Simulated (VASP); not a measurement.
# MnRh (Pm-3m) in VASP: further runs

Runs on MnRh. Level: LDA. Tasks: single point.

Everything below comes from runs of VASP 6.6.1. Logs are shortened: lines on timing, memory, paths and dates and some standing lists are left out, and cuts for length are marked.

**1. The cell of the first run**

The structure is cubic, space group Pm-3m (No. 221). The conventional cell has a = 3.044 Å, b = 3.044 Å, c = 3.044 Å, α = 90.00°, β = 90.00°, γ = 90.00°. Mn (site symmetry m-3m) has 8 Rh at 2.64 Å and 6 Mn at 3.04 Å within 3.5 Å. Within 3.5 Å of Rh (site symmetry m-3m) lie 8 Mn at 2.64 Å and 6 Rh at 3.04 Å.

**2. Single point, LDA, collinear spin, ferromagnetic start**

INCAR

```
PREC = Accurate ; ENCUT = 500
EDIFF = 1E-6 ; ISMEAR = -1
SIGMA = 0.05 ; LREAL = False
LASPH = True ; NELM = 200
ALGO = Normal ; ISIF = 2
LWAVE = False ; LCHARG = True
ISPIN = 2 ; MAGMOM = 3.49 0.38
LORBIT = 11 ; NUPDOWN = 3.6
LMAXMIX = 4 ; LELF = True
LVHAR = True ; NBANDS = 25
GGA_COMPAT = False
```

KPOINTS

```
regular mesh
0
Gamma
  9 9 9
```

POSCAR

```
MnRh
1.0
    3.0440000000      0.0000000000      0.0000000000
    0.0000000000      3.0440000000      0.0000000000
    0.0000000000      0.0000000000      3.0440000000
Mn Rh
1 1
Direct
    0.0000000000      0.0000000000      0.0000000000
    0.5000000000      0.5000000000      0.5000000000
```

Potentials or basis: VASP PAW LDA potentials, release 64 (Mn_pv, Rh_pv).

Command:

```bash
> cat potpaw_LDA.64/Mn_pv/POTCAR potpaw_LDA.64/Rh_pv/POTCAR > POTCAR
> mpirun -np 1 vasp_std > vasp.out
```

OUTCAR:

```text
PREC = Accurate
   ENCUT = 500
   EDIFF = 1E-6
   ISMEAR = -1
   LREAL = False
   LASPH = True
   NELM = 200
   ISIF = 2
   ISPIN = 2
   LORBIT = 11
   NUPDOWN = 3.6

 ion  position               nearest neighbor table
   1  0.000  0.000  0.000-   2 2.64   2 2.64   2 2.64   2 2.64   2 2.64   2 2.64   2 2.64   2 2.64

   2  0.500  0.500  0.500-   1 2.64   1 2.64   1 2.64   1 2.64   1 2.64   1 2.64   1 2.64   1 2.64

  LATTYP: Found a simple cubic cell.
 ALAT       =     3.0440000000

  Lattice vectors:

 A1 = (   3.0440000000,   0.0000000000,   0.0000000000)
 A2 = (   0.0000000000,   3.0440000000,   0.0000000000)
 A3 = (   0.0000000000,   0.0000000000,   3.0440000000)

Analysis of symmetry for initial positions (statically):
=====================================================================
 Subroutine PRICEL returns:
 Original cell was already a primitive cell.

 Routine SETGRP: Setting up the symmetry group for a
 simple cubic supercell.

 Subroutine GETGRP returns: Found 48 space group operations
 (whereof 48 operations were pure point group operations)
 out of a pool of 48 trial point group operations.

The static configuration has the point symmetry O_h .

Analysis of symmetry for dynamics (positions and initial velocities):
=====================================================================
 Subroutine PRICEL returns:
 Original cell was already a primitive cell.

 Routine SETGRP: Setting up the symmetry group for a
 simple cubic supercell.

 Subroutine GETGRP returns: Found 48 space group operations
 (whereof 48 operations were pure point group operations)
 out of a pool of 48 trial point group operations.

The dynamic configuration has the point symmetry O_h .

Analysis of structural, dynamic, and magnetic symmetry:
=====================================================================
 Subroutine PRICEL returns:
 Original cell was already a primitive cell.

 Routine SETGRP: Setting up the symmetry group for a
 simple cubic supercell.

 Subroutine GETGRP returns: Found 48 space group operations
 (whereof 48 operations were pure point group operations)
 out of a pool of 48 trial point group operations.

The overall configuration has the point symmetry O_h .

 Subroutine INISYM returns: Found 48 space group operations
 (whereof 48 operations are pure point group operations),
 and found     1 'primitive' translations

----------------------------------------------------------------------------------------

                                     Primitive cell

  volume of cell :      28.2055

  direct lattice vectors                    reciprocal lattice vectors
     3.044000000  0.000000000  0.000000000     0.328515112  0.000000000  0.000000000
     0.000000000  3.044000000  0.000000000     0.000000000  0.328515112  0.000000000
     0.000000000  0.000000000  3.044000000     0.000000000  0.000000000  0.328515112

  length of vectors
     3.044000000  3.044000000  3.044000000     0.328515112  0.328515112  0.328515112

  position of ions in fractional coordinates (direct lattice)
     0.000000000  0.000000000  0.000000000
     0.500000000  0.500000000  0.500000000

  ion indices of the primitive-cell ions
   primitive index   ion index
                 1           1
                 2           2

----------------------------------------------------------------------------------------

 KPOINTS: regular mesh

Automatic generation of k-mesh.
 Grid dimensions read from file:
 generate k-points for:    9    9    9

 Generating k-lattice:

  Cartesian coordinates                     Fractional coordinates (reciprocal lattice)
     0.036501679  0.000000000  0.000000000     0.111111111  0.000000000  0.000000000
     0.000000000  0.036501679  0.000000000     0.000000000  0.111111111  0.000000000
     0.000000000  0.000000000  0.036501679     0.000000000  0.000000000  0.111111111

  Length of vectors
     0.036501679  0.036501679  0.036501679

  Shift w.r.t. Gamma in fractional coordinates (k-lattice)
     0.000000000  0.000000000  0.000000000

 Subroutine IBZKPT returns following result:
 ===========================================

 Found     35 irreducible k-points:

 Following reciprocal coordinates:
            Coordinates               Weight
  0.000000  0.000000  0.000000      1.000000
  0.111111  0.000000  0.000000      6.000000
  0.222222  0.000000  0.000000      6.000000
  0.333333  0.000000  0.000000      6.000000
  0.444444  0.000000  0.000000      6.000000
  0.111111  0.111111  0.000000     12.000000
[... 16 lines left out ...]
  0.333333  0.333333  0.111111     24.000000
  0.444444  0.333333  0.111111     48.000000
 [... further k-points ...]
   k-points           NKPTS =     35   k-points in BZ     NKDIM =     35   number of bands    NBANDS=     25
   number of dos      NEDOS =    301   number of ions     NIONS =      2
   total plane-waves  NPLWV =  13824
   dimension x,y,z NGX =    24 NGY =   24 NGZ =   24
   dimension x,y,z NGXF=    48 NGYF=   48 NGZF=   48
   ions per type =               1   1
   NGX,Y,Z   is equivalent  to a cutoff of  13.11, 13.11, 13.11 a.u.
   NGXF,Y,Z  is equivalent  to a cutoff of  26.21, 26.21, 26.21 a.u.
 SYSTEM =  unknown system
   PREC   = accura    normal or accurate (medium, high low for compatibility)
   ISTART =      0    job   : 0-new  1-cont  2-samecut
   ICHARG =      2    charge: 1-file 2-atom 10-const
   ISPIN  =      2    spin polarized calculation?
   LNONCOLLINEAR =      F non collinear calculations
   LSORBIT =      F    spin-orbit coupling
   LASPH  =      T    aspherical Exc in radial PAW
   ENCUT  =  500.0 eV  36.75 Ry    6.06 a.u.   5.55  5.55  5.55*2*pi/ulx,y,z
   NELM   =    200;   NELMIN=  2; NELMDL= -5     # of ELM steps
   EDIFF  = 0.1E-05   stopping-criterion for ELM
   LREAL  =      F    real-space projection
   EDIFFG = 0.1E-04   stopping-criterion for IOM
   NSW    =      0    number of steps for IOM
   IBRION =     -1    ionic relax: 0-MD 1-quasi-New 2-CG
   NFREE  =      0    steps in history (QN), initial steepest desc. (CG)
   ISIF   =      2    stress and relaxation
   ISYM   =      2    0-nonsym 1-usesym 2-fastsym
   POTIM  = 0.5000    time-step for ionic-motion
   TEBEG  =    0.0;   TEEND  =   0.0 temperature during run
   PSTRESS=    0.0 pullay stress
   NELECT =      28.0000    total number of electrons
   NUPDOWN=       3.6000    fix difference up-down
   EMIN   =  10.00;   EMAX   =-10.00  energy-range for DOS
   EFERMI =   0.00;   METHOD = LEGACY
   ISMEAR =    -1;   SIGMA  =   0.05  broadening in eV -4-tet -1-fermi 0-gaus
   EFERMI_NEDOS =   21; number of points for ismear=-14 and -15
   IALGO  =     38    algorithm
   IMIX   =      4    mixing-type and parameters
     AMIX     =   0.40;   BMIX     =  1.00
     AMIX_MAG =   1.60;   BMIX_MAG =  1.00
  volume/ion in A,a.u.               =      14.10        95.17
  Fermi-wavevector in a.u.,A,eV,Ry     =   1.633113  3.086136 36.287521  2.667058
  Thomas-Fermi vector in A             =   2.724972
   LORBIT       =     11    0 simple, 1 ext, 2 COOP (PROOUT), +10 PAW based schemes
   GGA     = CA    functional components
   LHFCALC =     F    Hartree Fock is set to
   AEXX    =    0.0000 exact exchange contribution
   IVDW    =     0    specifies the selected vdW correction
   LEPSILON=     F    determine dielectric tensor
   LRPA    =     F    only Hartree local field effects (RPA)
 spin polarized calculation
  energy-cutoff  :      500.00
  volume of cell :       28.21
 maximum number of plane-waves:       739
 NGX is ok and might be reduce to    24
   NGX = 11   NGY = 11   NGZ = 11

 number of electron      28.0000021 magnetization       3.5999303

 Free energy of the ion-electron system (eV)
  ---------------------------------------------------
  ext. energy  EPLUGINS =         0.00000000
  ---------------------------------------------------
  free energy    TOTEN  =       -18.37493120 eV

  energy without entropy =      -18.35220313  energy(sigma->0) =      -18.36356716

 E-fermi :   9.6863     XC(G=0): -13.4553

 val. band max:        9.6120529287   @ k =   0.4444   0.4444   0.3333
 cond. band min:       9.2096871229   @ k =   0.3333   0.1111   0.1111
 fundamental gap:     -0.4023658058
 Fermi energy:         9.2032349911

 spin component 1

 k-point     1 :       0.0000    0.0000    0.0000
  band No.  band energies     occupation
      1     -39.7485      1.00000
      2     -39.7485      1.00000
      3     -39.7485      1.00000
      4     -36.8967      1.00000
      5     -36.8967      1.00000
      6     -36.8967      1.00000
[... 17 lines left out ...]
     24      28.8747      0.00000
     25      28.8747      0.00000
[... 621 lines left out ...]
      3     -39.7390      1.00000
      4     -36.9906      1.00000
      5     -36.9651      1.00000
      6     -36.9039      1.00000
[... 17 lines left out ...]
     24      27.4555      0.00000
     25      29.9151      0.00000

 [... further k-points ...]

 spin component 2

 k-point     1 :       0.0000    0.0000    0.0000
  band No.  band energies     occupation
      1     -36.7942      1.00000
      2     -36.7942      1.00000
      3     -36.7942      1.00000
      4     -36.4375      1.00000
      5     -36.4375      1.00000
      6     -36.4375      1.00000
[... 17 lines left out ...]
     24      29.0969      0.00000
     25      29.0969      0.00000
[... 621 lines left out ...]
      3     -36.6390      1.00000
      4     -36.5963      1.00000
      5     -36.4848      1.00000
      6     -36.4617      1.00000
[... 17 lines left out ...]
     24      27.7827      0.00000
     25      30.4232      0.00000

 [... further k-points ...]

------------------------ aborting loop because EDIFF is reached ----------------------------------------

  FORCE on cell =-STRESS in cart. coord.  units (eV):
  Direction    XX          YY          ZZ          XY          YZ          ZX
  --------------------------------------------------------------------------------------
  -------------------------------------------------------------------------------------
  Total       -3.4172624     -3.4172624     -3.4172624     -0.0000000      0.0000000     -0.0000000
  in kB     -194.1131546   -194.1131546   -194.1131546     -0.0000000      0.0000000     -0.0000000
  external PRESSURE =    -194.1131546 kB  Pullay stress =       0.0000000 kB

 VOLUME and BASIS-vectors are now :
 -----------------------------------------------------------------------------
  energy-cutoff  :      500.00
  volume of cell :       28.21
      direct lattice vectors                 reciprocal lattice vectors
     3.044000000  0.000000000  0.000000000     0.328515112  0.000000000  0.000000000
     0.000000000  3.044000000  0.000000000     0.000000000  0.328515112  0.000000000
     0.000000000  0.000000000  3.044000000     0.000000000  0.000000000  0.328515112

 POSITION                                       TOTAL-FORCE (eV/Angst)
 -----------------------------------------------------------------------------------
      0.00000      0.00000      0.00000         0.000000      0.000000      0.000000
      1.52200      1.52200      1.52200         0.000000      0.000000      0.000000
 -----------------------------------------------------------------------------------
    total drift:                                0.000000      0.000000     -0.000000

  FREE ENERGIE OF THE ION-ELECTRON SYSTEM (eV)
  ---------------------------------------------------
  free  energy   TOTEN  =       -18.3749311977 eV

  energy  without entropy=      -18.3522031251  energy(sigma->0) =      -18.36356716

 total charge

# of ion       s       p       d       tot
------------------------------------------
    1        0.345   6.272   4.969  11.585
    2        0.393   6.256   7.122  13.771
--------------------------------------------------
tot          0.737  12.528  12.091  25.356

 magnetization (x)

# of ion       s       p       d       tot
------------------------------------------
    1        0.012   0.006   3.123   3.140
    2       -0.016  -0.012   0.396   0.368
--------------------------------------------------
tot         -0.004  -0.007   3.519   3.509
```

Run time: 44 s. Hardware: 1 thread of Intel Xeon 8259CL, shared host; peak memory 0.13 GiB.

Results:

```yaml
Free_energy: -18.3749 eV
Pressure: -19.4 GPa
Net_moment: 3.60 μB per cell
Site_moments: Mn +3.14; Rh +0.37 μB
Valence_electrons_inside_the_program's_atomic_spheres: Mn 11.59; Rh 13.77
```

Caveat: the cell stands under tension; the total moment is fixed, so each spin has its own Fermi level and the state may be an excited one.

**3. Single point, LDA, collinear spin, ferromagnetic start**

INCAR

```
SYSTEM = MnRh
PREC = Accurate
ENCUT = 500
EDIFF = 1E-6
ISMEAR = -1
SIGMA = 0.05
LREAL = .False.
LASPH = .True.
NELM = 200
ALGO = Normal
ISIF = 2
LWAVE = .False.
LCHARG = .False.
ISPIN = 2
MAGMOM = 4.06 0.91
LORBIT = 11
NUPDOWN = 4.8
LMAXMIX = 4
GGA = CA
NBANDS = 25
GGA_COMPAT = .False.
```

KPOINTS

```
Automatic mesh
0
Gamma
  9 9 9
  0 0 0
```

POSCAR is that of step 2.

Potentials or basis: VASP PAW LDA potentials, release 64 (Mn_pv, Rh_pv).

Command:

```bash
> cat potpaw_LDA.64/Mn_pv/POTCAR potpaw_LDA.64/Rh_pv/POTCAR > POTCAR
> mpirun -np 1 vasp_std > vasp.out
```

Wall time 47 s (1 thread of Intel Xeon 8259CL, shared host); peak memory 0.13 GiB.

It converged, with:

| Item | Value |
| --- | --- |
| Free energy | -18.2034 eV |
| Pressure | -10.0 GPa |
| Net moment | 4.80 μB per cell |
| Site moments | Mn +3.68; Rh +0.86 μB |
| Valence electrons inside the program's atomic spheres | Mn 11.59; Rh 13.82 |

Caveat: the cell stands under tension; the total moment is fixed, so each spin has its own Fermi level and the state may be an excited one.
